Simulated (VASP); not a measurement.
CoSi2, 3 atoms in the cell. Symmetry: Fm-3m, No. 225, cubic system. The conventional cell has a = 5.329 Å, b = 5.329 Å, c = 5.329 Å, α = 90.00°, β = 90.00°, γ = 90.00°. Within 3.0 Å of Co (site symmetry m-3m) lie 8 Si at 2.31 Å. Within 3.0 Å of Si (site symmetry -43m) lie 4 Co at 2.31 Å and 6 Si at 2.66 Å. 

| Item | Value |
| --- | --- |
| Program | VASP 6.6.1 |
| Task | single point |
| Functional | PBEsol |
| Potentials or basis | VASP PAW PBE potentials, release 64 (Co, Si) |
| Cutoff | 520 eV |
| k mesh | 11 × 11 × 11 |
| Occupations | fermi-dirac, width 0.05 eV |
| Spin | collinear spin, ferromagnetic start |
| Starting moments | [2.0, 0.0, 0.0] μB |
| Dipole correction | no |
| Further INCAR settings | ALGO = Normal; EDIFF = 1e-07; NBANDS = 20 |

Potentials or basis: VASP PAW PBE potentials, release 64 (Co, Si).

Command:

```console
$ cat potpaw_PBE.64/Co/POTCAR potpaw_PBE.64/Si/POTCAR > POTCAR
$ mpirun -np 1 vasp_std > vasp.out
```

Hardware: 1 thread of Intel(R) Xeon(R) Platinum 8259CL CPU @ 2.50GHz (Skylake/Cascade Lake), on a shared host.

Estimate the wall time of this run.

Wall time 90 s on 1 thread of Intel(R) Xeon(R) Platinum 8259CL CPU @ 2.50GHz (Skylake/Cascade Lake) (shared host), peak memory 0.21 GiB. Counts: scf iterations 15, k points 56.
